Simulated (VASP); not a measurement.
# Se (P3_121) in VASP: further runs

Se is run at these levels: PBE; tasks: electric field gradients.

Program: VASP 6.6.1. These are calculated values, not measurements. Logs are shortened: lines on timing, memory, paths and dates and some standing lists are left out, and cuts for length are marked.

### Step 1. The cell of the first run

Symmetry: P3_121, No. 152, trigonal system. Conventional cell: a = 4.277 Å, b = 4.277 Å, c = 4.852 Å, α = 90.00°, β = 90.00°, γ = 120.00°. Within 3.1 Å of Se (site symmetry 2) lie 2 Se at 2.32 Å.

### Step 2. Electric field gradients, PBE (25.63 Å³/atom)

Input file INCAR:

```
SYSTEM = Se
  PREC = Accurate
  ENCUT = 520
  EDIFF = 1E-8
  ISMEAR = -1
  SIGMA = 0.03
  LREAL = .FALSE.
  LASPH = .TRUE.
  NELM = 60
  ALGO = Normal
  ISIF = 2
  LWAVE = .FALSE.
  LCHARG = .FALSE.
  GGA = PE
  LEFG = .TRUE.
  NBANDS = 16
```

Input file KPOINTS:

```
regular mesh
0
G
  6 6 5
  0 0 0
```

Input file POSCAR:

```
Se
1.0
    4.2770688178      0.0000000000      0.0000000000
   -2.1385344090      3.7040502500      0.0000000000
    0.0000000000      0.0000000000      4.8524777481
Se
3
Direct
    0.2254000000      0.0000000000      0.3333333333
    0.0000000000      0.2254000000      0.6666666667
    0.7746000000      0.7746000000      0.0000000000
```

Potentials or basis: VASP PAW PBE potentials, release 64 (Se).

The run is started by

```bash
cat potpaw_PBE.64/Se/POTCAR > POTCAR
mpirun -np 1 vasp_std > vasp.out
```

OUTCAR:

```text
SYSTEM = Se
   PREC = Accurate
   ENCUT = 520
   EDIFF = 1E-8
   ISMEAR = -1
   LREAL = .FALSE.
   LASPH = .TRUE.
   NELM = 60
   ISIF = 2
   GGA = PE

 ion  position               nearest neighbor table
   1  0.225  0.000  0.333-   3 2.32   2 2.32
   2  0.000  0.225  0.667-   3 2.32   1 2.32
   3  0.775  0.775  0.000-   1 2.32   2 2.32

  LATTYP: Found a hexagonal cell.
 ALAT       =     4.2770688178
 C/A-ratio  =     1.1345334749

  Lattice vectors:

 A1 = (   4.2770688178,   0.0000000000,   0.0000000000)
 A2 = (  -2.1385344090,   3.7040502500,   0.0000000000)
 A3 = (   0.0000000000,   0.0000000000,   4.8524777481)

Analysis of symmetry for initial positions (statically):
=====================================================================
 Subroutine PRICEL returns:
 Original cell was already a primitive cell.

 Routine SETGRP: Setting up the symmetry group for a
 hexagonal supercell.

 Subroutine GETGRP returns: Found  6 space group operations
 (whereof  2 operations were pure point group operations)
 out of a pool of 24 trial point group operations.

The static configuration has the point symmetry C_2 .
 The point group associated with its full space group is D_3 .

Analysis of symmetry for dynamics (positions and initial velocities):
=====================================================================
 Subroutine PRICEL returns:
 Original cell was already a primitive cell.

 Routine SETGRP: Setting up the symmetry group for a
 hexagonal supercell.

 Subroutine GETGRP returns: Found  6 space group operations
 (whereof  2 operations were pure point group operations)
 out of a pool of 24 trial point group operations.

The dynamic configuration has the point symmetry C_2 .
 The point group associated with its full space group is D_3 .

 Subroutine INISYM returns: Found  6 space group operations
 (whereof  2 operations are pure point group operations),
 and found     1 'primitive' translations

----------------------------------------------------------------------------------------

                                     Primitive cell

  volume of cell :      76.8753

  direct lattice vectors                    reciprocal lattice vectors
     4.277068818  0.000000000  0.000000000     0.233804982  0.134987370  0.000000000
    -2.138534409  3.704050250  0.000000000     0.000000000  0.269974739  0.000000000
     0.000000000  0.000000000  4.852477748     0.000000000  0.000000000  0.206080286

  length of vectors
     4.277068818  4.277068818  4.852477748     0.269974739  0.269974739  0.206080286

  position of ions in fractional coordinates (direct lattice)
     0.225400000  0.000000000  0.333333333
     0.000000000  0.225400000  0.666666667
     0.774600000  0.774600000  0.000000000

  ion indices of the primitive-cell ions
   primitive index   ion index
                 1           1
                 2           2
                 3           3

----------------------------------------------------------------------------------------

 KPOINTS: regular mesh

Automatic generation of k-mesh.
 Grid dimensions read from file:
 generate k-points for:    6    6    5

 Generating k-lattice:

  Cartesian coordinates                     Fractional coordinates (reciprocal lattice)
     0.038967497  0.022497895  0.000000000     0.166666667  0.000000000  0.000000000
     0.000000000  0.044995790  0.000000000     0.000000000  0.166666667  0.000000000
     0.000000000  0.000000000  0.041216057     0.000000000  0.000000000  0.200000000

  Length of vectors
     0.044995790  0.044995790  0.041216057

  Shift w.r.t. Gamma in fractional coordinates (k-lattice)
     0.000000000  0.000000000  0.000000000

 Subroutine IBZKPT returns following result:
 ===========================================

 Found     27 irreducible k-points:

 Following reciprocal coordinates:
            Coordinates               Weight
  0.000000  0.000000  0.000000      1.000000
  0.166667  0.000000  0.000000      6.000000
  0.333333  0.000000  0.000000      6.000000
  0.500000  0.000000  0.000000      3.000000
  0.166667  0.166667  0.000000      6.000000
  0.333333  0.166667  0.000000     12.000000
[... 16 lines left out ...]
  0.500000  0.000000  0.400000      6.000000
  0.166667  0.166667  0.400000     12.000000
 [... further k-points ...]
   k-points           NKPTS =     27   k-points in BZ     NKDIM =     27   number of bands    NBANDS=     16
   number of dos      NEDOS =    301   number of ions     NIONS =      3
   total plane-waves  NPLWV =  36864
   dimension x,y,z NGX =    32 NGY =   32 NGZ =   36
   dimension x,y,z NGXF=    64 NGYF=   64 NGZF=   72
   ions per type =               3
   NGX,Y,Z   is equivalent  to a cutoff of  12.44, 12.44, 12.33 a.u.
   NGXF,Y,Z  is equivalent  to a cutoff of  24.88, 24.88, 24.67 a.u.
 SYSTEM =  Se
   PREC   = accura    normal or accurate (medium, high low for compatibility)
   ISTART =      0    job   : 0-new  1-cont  2-samecut
   ICHARG =      2    charge: 1-file 2-atom 10-const
   ISPIN  =      1    spin polarized calculation?
   LNONCOLLINEAR =      F non collinear calculations
   LSORBIT =      F    spin-orbit coupling
   LASPH  =      T    aspherical Exc in radial PAW
   ENCUT  =  520.0 eV  38.22 Ry    6.18 a.u.   7.95  7.95  9.02*2*pi/ulx,y,z
   NELM   =     60;   NELMIN=  2; NELMDL= -5     # of ELM steps
   EDIFF  = 0.1E-07   stopping-criterion for ELM
   LREAL  =      F    real-space projection
   EDIFFG = 0.1E-06   stopping-criterion for IOM
   NSW    =      0    number of steps for IOM
   IBRION =     -1    ionic relax: 0-MD 1-quasi-New 2-CG
   NFREE  =      0    steps in history (QN), initial steepest desc. (CG)
   ISIF   =      2    stress and relaxation
   ISYM   =      2    0-nonsym 1-usesym 2-fastsym
   POTIM  = 0.5000    time-step for ionic-motion
   TEBEG  =    0.0;   TEEND  =   0.0 temperature during run
   PSTRESS=    0.0 pullay stress
   NELECT =      18.0000    total number of electrons
   NUPDOWN=      -1.0000    fix difference up-down
   EMIN   =  10.00;   EMAX   =-10.00  energy-range for DOS
   EFERMI =   0.00;   METHOD = LEGACY
   ISMEAR =    -1;   SIGMA  =   0.03  broadening in eV -4-tet -1-fermi 0-gaus
   EFERMI_NEDOS =   21; number of points for ismear=-14 and -15
   IALGO  =     38    algorithm
   IMIX   =      4    mixing-type and parameters
     AMIX     =   0.40;   BMIX     =  1.00
     AMIX_MAG =   1.60;   BMIX_MAG =  1.00
  volume/ion in A,a.u.               =      25.63       172.93
  Fermi-wavevector in a.u.,A,eV,Ry     =   1.009029  1.906787 13.852616  1.018139
  Thomas-Fermi vector in A             =   2.141932
   LORBIT       =      0    0 simple, 1 ext, 2 COOP (PROOUT), +10 PAW based schemes
   GGA     = PE    functional components
   LHFCALC =     F    Hartree Fock is set to
   AEXX    =    0.0000 exact exchange contribution
   IVDW    =     0    specifies the selected vdW correction
   LEPSILON=     F    determine dielectric tensor
   LRPA    =     F    only Hartree local field effects (RPA)
 non-spin polarized calculation
  energy-cutoff  :      520.00
  volume of cell :       76.88
 maximum number of plane-waves:      2094
   NGX = 15   NGY = 15   NGZ = 19

 number of electron      17.9999998 magnetization

 Free energy of the ion-electron system (eV)
  ---------------------------------------------------
  ext. energy  EPLUGINS =         0.00000000
  ---------------------------------------------------
  free energy    TOTEN  =       -10.31661857 eV

  energy without entropy =      -10.31661857  energy(sigma->0) =      -10.31661857

 E-fermi :   3.9048     XC(G=0):  -9.1129

 val. band max:        3.2344150785   @ k =  -0.1667   0.5000   0.4000
 cond. band min:       4.5033692326   @ k =   0.0000   0.0000   0.4000
 fundamental gap:      1.2689541541
 Fermi energy:         3.9047633502

 k-point     1 :       0.0000    0.0000    0.0000
  band No.  band energies     occupation
      1     -13.0573      2.00000
      2      -8.5748      2.00000
      3      -8.5748      2.00000
      4      -0.7412      2.00000
      5      -0.6858      2.00000
      6      -0.6858      2.00000
[... 8 lines left out ...]
     15       9.6577      0.00000
     16      11.6570      0.00000
[... 419 lines left out ...]
 k-point    24 :       0.1667    0.1667    0.4000
  band No.  band energies     occupation
      1     -11.9807      2.00000
      2     -11.0759      2.00000
      3      -6.9067      2.00000
      4      -2.3995      2.00000
      5      -1.4582      2.00000
      6      -0.8035      2.00000
[... 8 lines left out ...]
     15      11.3512      0.00000
     16      11.7159      0.00000

 [... further k-points ...]
[... 5 lines left out ...]
  --------------------------------------------------------------------------------------
  -------------------------------------------------------------------------------------
  Total        2.8314247      2.8314247      4.8668762     -0.0000000     -0.0000000      0.0000000
  in kB       59.0104521     59.0104521    101.4318208     -0.0000000     -0.0000000      0.0000000
  external PRESSURE =      73.1509083 kB  Pullay stress =       0.0000000 kB

 VOLUME and BASIS-vectors are now :
 -----------------------------------------------------------------------------
  energy-cutoff  :      520.00
  volume of cell :       76.88
      direct lattice vectors                 reciprocal lattice vectors
     4.277068818  0.000000000  0.000000000     0.233804982  0.134987370  0.000000000
    -2.138534409  3.704050250  0.000000000     0.000000000  0.269974739  0.000000000
     0.000000000  0.000000000  4.852477748     0.000000000  0.000000000  0.206080286

 POSITION                                       TOTAL-FORCE (eV/Angst)
 -----------------------------------------------------------------------------------
      0.96405      0.00000      1.61749         1.142238      0.000000      0.000000
     -0.48203      0.83489      3.23499        -0.571119      0.989207      0.000000
      1.65651      2.86916      0.00000        -0.571119     -0.989207      0.000000
 -----------------------------------------------------------------------------------
    total drift:                               -0.000000     -0.000000      0.000000

  FREE ENERGIE OF THE ION-ELECTRON SYSTEM (eV)
  ---------------------------------------------------
  free  energy   TOTEN  =       -10.3166185700 eV

  energy  without entropy=      -10.3166185699  energy(sigma->0) =      -10.31661857

 Electric field gradients (V/A^2)
---------------------------------------------------------------------
 ion       V_xx      V_yy      V_zz      V_xy      V_xz      V_yz
---------------------------------------------------------------------
   1     154.687  -327.926   173.239    -0.000    -0.000   322.311
   2    -207.273    34.034   173.239  -208.978  -279.130  -161.156
   3    -207.273    34.033   173.239   208.977   279.130  -161.156
---------------------------------------------------------------------

 Electric field gradients after diagonalization (V/A^2)
 (convention: |V_zz| > |V_xx| > |V_yy|)
----------------------------------------------------------------------
 ion       V_xx      V_yy      V_zz     asymmetry (V_yy - V_xx)/ V_zz
----------------------------------------------------------------------
   1     330.916   154.687  -485.604       0.363
   2     330.916   154.687  -485.604       0.363
   3     330.917   154.687  -485.603       0.363
----------------------------------------------------------------------

           NMR quadrupolar parameters

 Cq : quadrupolar parameter    Cq=e*Q*V_zz/h
 eta: asymmetry parameters     (V_yy - V_xx)/ V_zz
 Q  : nuclear electric quadrupole moment in mb (millibarn)
----------------------------------------------------------------------
 ion       Cq(MHz)       eta       Q (mb)
----------------------------------------------------------------------
   1      -1.174       0.363       1.000
   2      -1.174       0.363       1.000
   3      -1.174       0.363       1.000
----------------------------------------------------------------------
```

Wall time 14 s (1 thread of Intel Xeon 6975P-C (Granite Rapids), shared host); peak memory 0.18 GiB.

What came out:

| Property | Result |
| --- | --- |
| Free energy | -10.3166 eV |
| Pressure | 7.3 GPa |
| Largest force | 1.142 eV/Å |
| Band gap on the k mesh | 1.27 eV (least direct gap 1.61 eV) |
| Largest electric field gradient by atom | Se -485.6 V/Å² |

Forces on the atoms (eV/Å):
```
Se   1.142  0.000  0.000
Se  -0.571  0.989  0.000
Se  -0.571 -0.989  0.000
```

Levels at points of the mesh, in eV from the valence-band top:
| k point | band 7 | band 8 | band 9 | band 10 | band 11 | band 12 |
| --- | --- | --- | --- | --- | --- | --- |
| (0.00, 0.00, 0.00) | -2.21 | -2.21 | -0.40 | 2.07 | 2.07 | 2.28 |
| (0.50, 0.00, 0.00) | -3.04 | -1.86 | -1.03 | 2.07 | 2.50 | 4.52 |

Electric field gradients, principal values (V/Å²):
```tsv
atom	least	middle	greatest (by size)
1 Se	154.687	330.916	-485.604
2 Se	154.687	330.916	-485.604
3 Se	154.687	330.917	-485.603
```

Caveat: the cell stands under pressure; without QUAD_EFG the Cq values of the log hold for a quadrupole moment of 1 mb, not for the nuclei; forces of over 1 eV/Å act on the atoms, so gaps and moduli don't describe the material at rest. A k mesh can miss the band edges.

### Step 3. Electric field gradients, PBE (26.72 Å³/atom)

This run uses another cell than the first one, of 26.72 Å³/atom.

Input file INCAR:

```
ALGO = Normal
EDIFF = 1E-8
ENCUT = 520
GGA = PE
ISIF = 2
ISMEAR = -1
LASPH = T
LCHARG = F
LEFG = T
LREAL = F
LWAVE = F
NBANDS = 16
NELM = 60
PREC = Accurate
SIGMA = 0.03
```

Input file KPOINTS:

```
k-points
0
Gamma
  6 6 5
```

Input file POSCAR:

```
Se
1.0
    4.3368957106      0.0000000000      0.0000000000
   -2.1684478553      3.7558618590      0.0000000000
    0.0000000000      0.0000000000      4.9203533607
Se
3
Direct
    0.2254000000      0.0000000000      0.3333333333
    0.0000000000      0.2254000000      0.6666666667
    0.7746000000      0.7746000000      0.0000000000
```

Potentials or basis: VASP PAW PBE potentials, release 64 (Se).

The run is started by

```bash
cat potpaw_PBE.64/Se/POTCAR > POTCAR
mpirun -np 1 vasp_std > vasp.out
```

OUTCAR:

```text
EDIFF = 1E-8
   ENCUT = 520
   GGA = PE
   ISIF = 2
   ISMEAR = -1
   LASPH = T
   LREAL = F
   NELM = 60
   PREC = Accurate

 ion  position               nearest neighbor table
   1  0.225  0.000  0.333-   3 2.36   2 2.36
   2  0.000  0.225  0.667-   3 2.36   1 2.36
   3  0.775  0.775  0.000-   1 2.36   2 2.36

  LATTYP: Found a hexagonal cell.
 ALAT       =     4.3368957106
 C/A-ratio  =     1.1345334749

  Lattice vectors:

 A1 = (   4.3368957106,   0.0000000000,   0.0000000000)
 A2 = (  -2.1684478553,   3.7558618590,   0.0000000000)
[... 676 lines left out ...]

 Electric field gradients (V/A^2)
---------------------------------------------------------------------
 ion       V_xx      V_yy      V_zz      V_xy      V_xz      V_yz
---------------------------------------------------------------------
   1     162.986  -336.615   173.630    -0.000     0.000   328.268
   2    -211.715    38.085   173.630  -216.334  -284.289  -164.134
   3    -211.715    38.085   173.629   216.333   284.289  -164.134
---------------------------------------------------------------------

 Electric field gradients after diagonalization (V/A^2)
 (convention: |V_zz| > |V_xx| > |V_yy|)
----------------------------------------------------------------------
 ion       V_xx      V_yy      V_zz     asymmetry (V_yy - V_xx)/ V_zz
----------------------------------------------------------------------
   1     334.257   162.986  -497.242       0.344
   2     334.257   162.986  -497.242       0.344
   3     334.257   162.985  -497.242       0.344
----------------------------------------------------------------------

           NMR quadrupolar parameters

 Cq : quadrupolar parameter    Cq=e*Q*V_zz/h
 eta: asymmetry parameters     (V_yy - V_xx)/ V_zz
 Q  : nuclear electric quadrupole moment in mb (millibarn)
----------------------------------------------------------------------
 ion       Cq(MHz)       eta       Q (mb)
----------------------------------------------------------------------
   1      -1.202       0.344       1.000
   2      -1.202       0.344       1.000
   3      -1.202       0.344       1.000
----------------------------------------------------------------------
```

OSZICAR:

```text
N       E                     dE             d eps       ncg     rms          rms(c)
DAV:   1     0.832887314135E+02    0.83289E+02   -0.73215E+03   864   0.940E+02
DAV:   2    -0.527922825366E+01   -0.88568E+02   -0.83878E+02  1168   0.155E+02
DAV:   3    -0.104769246518E+02   -0.51977E+01   -0.51801E+01  1088   0.429E+01
DAV:   4    -0.105114104568E+02   -0.34486E-01   -0.34483E-01  1104   0.418E+00
DAV:   5    -0.105116539290E+02   -0.24347E-03   -0.24347E-03  1120   0.345E-01    0.728E+00
DAV:   6    -0.104537642916E+02    0.57890E-01   -0.34591E-02  1056   0.117E+00    0.450E+00
DAV:   7    -0.104339558425E+02    0.19808E-01   -0.71834E-02  1040   0.165E+00    0.202E-01
DAV:   8    -0.104332832751E+02    0.67257E-03   -0.83398E-03   992   0.564E-01    0.103E-01
DAV:   9    -0.104333867207E+02   -0.10345E-03   -0.29247E-04  1216   0.108E-01    0.348E-02
DAV:  10    -0.104334325494E+02   -0.45829E-04   -0.47401E-05  1048   0.464E-02    0.652E-03
DAV:  11    -0.104334359871E+02   -0.34377E-05   -0.75096E-06  1176   0.167E-02    0.374E-03
DAV:  12    -0.104334359241E+02    0.63045E-07   -0.15210E-06  1104   0.787E-03    0.140E-03
DAV:  13    -0.104334359133E+02    0.10763E-07   -0.24824E-07  1144   0.288E-03    0.512E-04
DAV:  14    -0.104334359115E+02    0.18260E-08   -0.24407E-08  1048   0.969E-04
   1 F= -.10433436E+02 E0= -.10433436E+02  d E =-.358287E-10
```

Wall time 15 s (1 thread of Intel Xeon 6975P-C (Granite Rapids), shared host); peak memory 0.19 GiB.

What came out:

```
Free energy                             : -10.4334 eV
Pressure                                : 4.2 GPa
Largest force                           : 0.652 eV/Å
Band gap on the k mesh                  : 1.30 eV (least direct gap 1.55 eV)
Largest electric field gradient by atom : Se -497.2 V/Å²
```

Forces on the atoms (eV/Å):
```
Se   0.652  0.000  0.000
Se  -0.326  0.564  0.000
Se  -0.326 -0.564  0.000
```

Electric field gradients, principal values (V/Å²):
```csv
atom,least,middle,greatest (by size)
1 Se,162.986,334.257,-497.242
2 Se,162.986,334.257,-497.242
3 Se,162.985,334.257,-497.242
```

Caveat: the cell stands under pressure; without QUAD_EFG the Cq values of the log hold for a quadrupole moment of 1 mb, not for the nuclei. A k mesh can miss the band edges.

(Part 1 of 2 ends here.)
